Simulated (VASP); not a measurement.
Write the native input for VASP 6.6.1 that does the following.

| Property | Result |
| --- | --- |
| Task | single point |
| Functional | PBE |
| Potentials or basis | VASP PAW PBE potentials, release 64 (Nb_sv, Te) |
| Cutoff | 520 eV |
| k mesh | 8 × 8 × 8 |
| Occupations | gaussian, width 0.023 eV |
| Spin | no spin polarisation |
| Dipole correction | no |
| Further INCAR settings | ALGO = Normal; EDIFF = 1e-06; NBANDS = 16 |

The structure of NbTe lies in POSCAR:

```
NbTe
1.0
    3.4257000000      0.0000000000      0.0000000000
    0.0000000000      3.4257000000      0.0000000000
    0.0000000000      0.0000000000      3.4257000000
Nb Te
1 1
Direct
    0.5000000000      0.5000000000      0.5000000000
    0.0000000000      0.0000000000      0.0000000000
```

These files were run (other wordings do the same):

INCAR

```
PREC = Accurate
ENCUT = 520
EDIFF = 1E-6
ISMEAR = 0
SIGMA = 0.023
LREAL = False
LASPH = True
NELM = 100
ALGO = Normal
ISIF = 2
LWAVE = False
LCHARG = True
GGA = PE
LELF = True
LVHAR = True
NBANDS = 16
```

KPOINTS

```
Automatic mesh
0
Gamma
  8 8 8
```

Potentials or basis: VASP PAW PBE potentials, release 64 (Nb_sv, Te).

Command:

```bash
$ cat potpaw_PBE.64/Nb_sv/POTCAR potpaw_PBE.64/Te/POTCAR > POTCAR
$ mpirun -np 1 vasp_std > vasp.out
```

It gave:

```yaml
Pressure: -0.3 GPa
```

It took 40 s on 1 thread of Intel Xeon 8259CL, with other jobs on the host, peak memory 0.17 GiB.
